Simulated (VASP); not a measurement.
**Ba2SrP2: single point with PBE**

Crystal: Ba2SrP2.

```
CELL_PARAMETERS angstrom
5.11175 -0.00024 0.00007
-2.55608 4.42695 -0.00007
-0.00057 0.00021 15.93864
ATOMIC_POSITIONS crystal
Ba 0.66666 0.33331 0.17410
Ba 0.66666 0.33333 0.67409
Ba 0.00002 0.00010 0.49888
Ba 0.00002 0.00002 0.99888
Sr 0.33333 0.66664 0.32782
Sr 0.33333 0.66666 0.82782
P 0.33337 0.66667 0.11784
P 0.33334 0.66664 0.61783
P 0.66664 0.33329 0.38136
P 0.66664 0.33332 0.88136
```

```yaml
Program: VASP 6.6.1
Task: single point
Functional: PBE
Potentials_or_basis: VASP PAW PBE potentials, release 64 (Ba_sv, Sr_sv, P)
Cutoff: 520 eV
k_mesh: 3 × 3 × 1
Occupations: gaussian, width 0.1 eV
Spin: no spin polarisation
```

| Item | Value |
| --- | --- |
| Pressure | 0.4 GPa |
| Largest force | 0.028 eV/Å |
| Band gap on the k mesh | 1.31 eV |

Forces in eV/Å, atoms in the order of the input:
```
Ba   0.000  0.000  0.028
Ba   0.000  0.000  0.028
Ba   0.000 -0.001 -0.001
Ba   0.000  0.000 -0.001
Sr   0.000  0.000 -0.004
Sr   0.000  0.000 -0.004
P    0.000  0.000 -0.028
P    0.000  0.000 -0.028
P    0.000  0.000  0.005
P    0.000  0.000  0.004
```

Levels at points of the mesh, in eV from the valence-band top:
| k point | band 38 | band 39 | band 40 | band 41 | band 42 | band 43 |
| --- | --- | --- | --- | --- | --- | --- |
| (0.00, 0.00, 0.00) | -0.36 | -0.35 | -0.25 | 1.56 | 1.87 | 1.87 |

Run time: 80 s on 1 thread of Intel(R) Xeon(R) 6975P-C (Granite Rapids) (shared host), peak memory 0.49 GiB.

Caveat: the k points lie up to 0.47 Å⁻¹ apart; spin-orbit coupling is left out, which moves the levels of the heavy elements. A k mesh can miss the band edges.
